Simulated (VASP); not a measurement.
# Ag2HCl2 in VASP: a series of runs

Ag2HCl2 is run at these levels: PBE+D3(BJ); tasks: single point.

Everything below comes from runs of VASP 6.6.1. Logs are shortened: lines on timing, memory, paths and dates and some standing lists are left out, and cuts for length are marked.

### Step 1. The cell of the first run

The cell holds a slab with vacuum, 5 atoms: a = 3.897 Å, b = 3.897 Å, c = 20.148 Å, α = 90.00°, β = 90.00°, γ = 90.00°.

### Step 2. Single point, PBE+D3(BJ), collinear spin, ferromagnetic start

The input, INCAR:

```
PREC     = Accurate       # precision mode
ENCUT    = 520            # plane-wave cutoff, eV
EDIFF    = 1E-7           # SCF threshold, eV
ISMEAR   = 0              # smearing method
SIGMA    = 0.05           # smearing width, eV
LREAL    = False          # projectors in reciprocal space
LASPH    = True           # aspherical terms in the spheres
NELM     = 150            # most SCF steps
ALGO     = Normal         # electronic algorithm
ISIF     = 2              # what is computed and relaxed
LWAVE    = False          # write WAVECAR
LCHARG   = False          # write CHGCAR
ISPIN    = 2              # spin polarisation
MAGMOM   = 0 0 0 0 1      # initial moments
LORBIT   = 11             # projections on sites
LMAXMIX  = 4              # l up to which the mixer works
LDIPOL   = True         
IDIPOL   = 3            
DIPOL    = 0.5 0.5 0.315
GGA      = PE             # functional
IVDW     = 12             # dispersion correction
NBANDS   = 30             # bands
```

The input, KPOINTS:

```
regular mesh
0
Gamma
  7 7 1
```

The input, POSCAR:

```
Ag2HCl2
1.0
    3.8966246593      0.0000000000      0.0000000000
    0.0000000000      3.8966246593      0.0000000000
    0.0000000000      0.0000000000     20.1478735173
Ag Cl H
2 2 1
Direct
    0.0000000000      0.0000000000      0.1985321179
    0.5000000000      0.5000000000      0.3337564577
    0.5000000000      0.5000000000      0.1985321179
    0.0000000000      0.0000000000      0.3398807081
    0.2500000000      0.5000000000      0.5036697053
```

Potentials or basis: VASP PAW PBE potentials, release 64 (Ag, Cl, H).

Command:

```console
cat potpaw_PBE.64/Ag/POTCAR potpaw_PBE.64/Cl/POTCAR potpaw_PBE.64/H/POTCAR > POTCAR
mpirun -np 1 vasp_std > vasp.out
```

OUTCAR:

```text
PREC = Accurate
   ENCUT = 520
   EDIFF = 1E-7
   ISMEAR = 0
   LREAL = False
   LASPH = True
   NELM = 150
   ISIF = 2
   ISPIN = 2
   LORBIT = 11
   GGA = PE
   IVDW = 12
 IVDW          = 12

 ion  position               nearest neighbor table
   1  0.000  0.000  0.199-   3 2.76   3 2.76   3 2.76   3 2.76   4 2.85
   2  0.500  0.500  0.334-   3 2.72   4 2.76   4 2.76   4 2.76   4 2.76
   3  0.500  0.500  0.199-   2 2.72   1 2.76   1 2.76   1 2.76   1 2.76
   4  0.000  0.000  0.340-   2 2.76   2 2.76   2 2.76   2 2.76   1 2.85
   5  0.250  0.500  0.504-

  LATTYP: Found a simple tetragonal cell.
 ALAT       =     3.8966246593
 C/A-ratio  =     5.1705964210

  Lattice vectors:

 A1 = (   3.8966246593,   0.0000000000,   0.0000000000)
 A2 = (   0.0000000000,   3.8966246593,   0.0000000000)
 A3 = (   0.0000000000,   0.0000000000,  20.1478735173)

Analysis of symmetry for initial positions (statically):
=====================================================================
 Subroutine PRICEL returns:
 Original cell was already a primitive cell.

 Routine SETGRP: Setting up the symmetry group for a
 simple tetragonal supercell.

 Subroutine GETGRP returns: Found  2 space group operations
 (whereof  2 operations were pure point group operations)
 out of a pool of 16 trial point group operations.

The static configuration has the point symmetry C_1h.

Analysis of symmetry for dynamics (positions and initial velocities):
=====================================================================
 Subroutine PRICEL returns:
 Original cell was already a primitive cell.

 Routine SETGRP: Setting up the symmetry group for a
 simple tetragonal supercell.

 Subroutine GETGRP returns: Found  2 space group operations
 (whereof  2 operations were pure point group operations)
 out of a pool of 16 trial point group operations.

The dynamic configuration has the point symmetry C_1h.

Analysis of structural, dynamic, and magnetic symmetry:
=====================================================================
 Subroutine PRICEL returns:
 Original cell was already a primitive cell.

 Routine SETGRP: Setting up the symmetry group for a
 simple tetragonal supercell.

 Subroutine GETGRP returns: Found  2 space group operations
 (whereof  2 operations were pure point group operations)
 out of a pool of 16 trial point group operations.

The overall configuration has the point symmetry C_1h.
[... 132 lines left out ...]
 NGX is ok and might be reduce to    30
   NGX = 15   NGY = 15   NGZ = 75

 dipolmoment           0.000000      0.000000     -0.000009 electrons x Angstroem

 number of electron      37.0000010 magnetization       1.0000000

 dipolmoment           0.000000      0.000000      0.028003 electrons x Angstroem

 Free energy of the ion-electron system (eV)
  ---------------------------------------------------
  ext. energy  EPLUGINS =         0.00000000
  ---------------------------------------------------
  free energy    TOTEN  =       -11.72629339 eV

  energy without entropy =      -11.72629339  energy(sigma->0) =      -11.72629339

 E-fermi :  -2.3929     XC(G=0):  -3.6247

 val. band max:       -2.6839443081   @ k =   0.4286   0.0000   0.0000
 cond. band min:      -1.5804388155   @ k =   0.0000   0.0000   0.0000
 fundamental gap:      1.1035054926
 Fermi energy:        -2.3928748418

 spin component 1

 k-point     1 :       0.0000    0.0000    0.0000
  band No.  band energies     occupation
      1     -17.6777      1.00000
      2     -17.3097      1.00000
      3      -6.6087      1.00000
      4      -5.9680      1.00000
      5      -5.6662      1.00000
      6      -5.6662      1.00000
[... 517 lines left out ...]
     29       5.9400      0.00000
     30       6.3389      0.00000
 Fermi energy:        -2.3928748418

 spin component 2

 k-point     1 :       0.0000    0.0000    0.0000
  band No.  band energies     occupation
      1     -17.6768      1.00000
      2     -17.3031      1.00000
      3      -6.6051      1.00000
      4      -5.9222      1.00000
      5      -5.6651      1.00000
      6      -5.6650      1.00000
[... 517 lines left out ...]
     29       6.3681      0.00000
     30       6.4873      0.00000

------------------------ aborting loop because EDIFF is reached ----------------------------------------

 vacuum level on the upper side and lower side of the slab       (xc-potential included)         0.159        -0.166

 Edisp (eV)   -0.89217

 E8    (eV) :    -0.3714

  FORCE on cell =-STRESS in cart. coord.  units (eV):
  Direction    XX          YY          ZZ          XY          YZ          ZX
  --------------------------------------------------------------------------------------
  -------------------------------------------------------------------------------------
  Total      -1.82613    -1.81706    -0.18864     0.00000     0.00000     0.01866
  in kB      -9.56393    -9.51643    -0.98796     0.00000     0.00000     0.09773
  external pressure =       -6.69 kB  Pullay stress =        0.00 kB

 VOLUME and BASIS-vectors are now :
 -----------------------------------------------------------------------------
  energy-cutoff  :      520.00
  volume of cell :      305.92
      direct lattice vectors                 reciprocal lattice vectors
     3.896624659  0.000000000  0.000000000     0.256632365  0.000000000  0.000000000
     0.000000000  3.896624659  0.000000000     0.000000000  0.256632365  0.000000000
     0.000000000  0.000000000 20.147873517     0.000000000  0.000000000  0.049633029

 POSITION                                       TOTAL-FORCE (eV/Angst)
 -----------------------------------------------------------------------------------
      0.00000      0.00000      4.00000        -0.000072      0.000000      0.258286
      1.94831      1.94831      6.72448        -0.002423      0.000000      0.029380
      1.94831      1.94831      4.00000        -0.000061      0.000000     -0.263864
      0.00000      0.00000      6.84787        -0.002965      0.000000      0.020239
      0.97416      1.94831     10.14787         0.005522      0.000000     -0.044041
 -----------------------------------------------------------------------------------
    total drift:                                0.000012      0.000000      0.000115

  FREE ENERGIE OF THE ION-ELECTRON SYSTEM (eV)
  ---------------------------------------------------
  free  energy   TOTEN  =       -12.6184662957 eV

  energy  without entropy=      -12.6184662957  energy(sigma->0) =      -12.61846630

 vacuum level on the upper side and lower side of the slab         2.792         2.454

 total charge

# of ion       s       p       d       tot
------------------------------------------
    1        0.192   0.121   9.369   9.682
    2        0.195   0.130   9.368   9.693
    3        1.600   3.473   0.000   5.074
    4        1.600   3.472   0.000   5.073
    5        0.379   0.000   0.000   0.379
--------------------------------------------------
tot          3.966   7.196  18.737  29.900

 magnetization (x)

# of ion       s       p       d       tot
------------------------------------------
    1        0.000   0.000   0.000   0.000
    2       -0.000   0.000   0.003   0.003
    3        0.000   0.000   0.000   0.000
    4        0.000   0.006   0.000   0.006
    5        0.378   0.000   0.000   0.379
--------------------------------------------------
tot          0.379   0.006   0.004   0.388
```

stdout:

```text
POSCAR found type information on POSCAR AgClH
 POSCAR found :  3 types and       5 ions
 scaLAPACK will be used
 LDA part: xc-table for (Slater+PW92), standard interpolation
 POSCAR, INCAR and KPOINTS ok, starting setup
 FFT: planning ... GRIDC
 FFT: planning ... GRID_SOFT
 FFT: planning ... GRID
 WAVECAR not read
 entering main loop
```

Run time: 11 min. Hardware: 1 thread of Oxide Virtual Turin-like, shared host; peak memory 0.56 GiB.

What came out:

* Free energy: -12.6185 eV
* Largest force: 0.264 eV/Å
* Band gap on the k mesh: 1.10 eV, indirect (least direct gap 2.54 eV)
* Net moment: 1.00 μB per cell
* Site moments: Ag +0.00; Cl +0.00, +0.01; H +0.38 μB
* Valence electrons inside the program's atomic spheres: Ag 9.68, 9.69; Cl 5.07; H 0.38
* Dispersion energy per atom: -0.178 eV

Forces on the atoms (eV/Å):
```
Ag   0.000  0.000  0.258
Ag  -0.002  0.000  0.029
Cl   0.000  0.000 -0.264
Cl  -0.003  0.000  0.020
H    0.006  0.000 -0.044
```

Levels at points of the mesh, in eV from the valence-band top:
Spin up:
```
           k point  band 17  band 18  band 19  band 20  band 21  band 22
(0.00, 0.00, 0.00)    -1.91    -1.91    -1.44     1.20     2.29     4.75
```
Spin down:
```csv
k point,band 14,band 15,band 16,band 17,band 18,band 19,band 20,band 21,band 22,band 23
"(0.00, 0.00, 0.00)",-2.32,-2.19,-1.91,-1.91,-1.44,1.10,2.15,3.95,4.78,5.75
```

(Continued in part 2 of 2.)
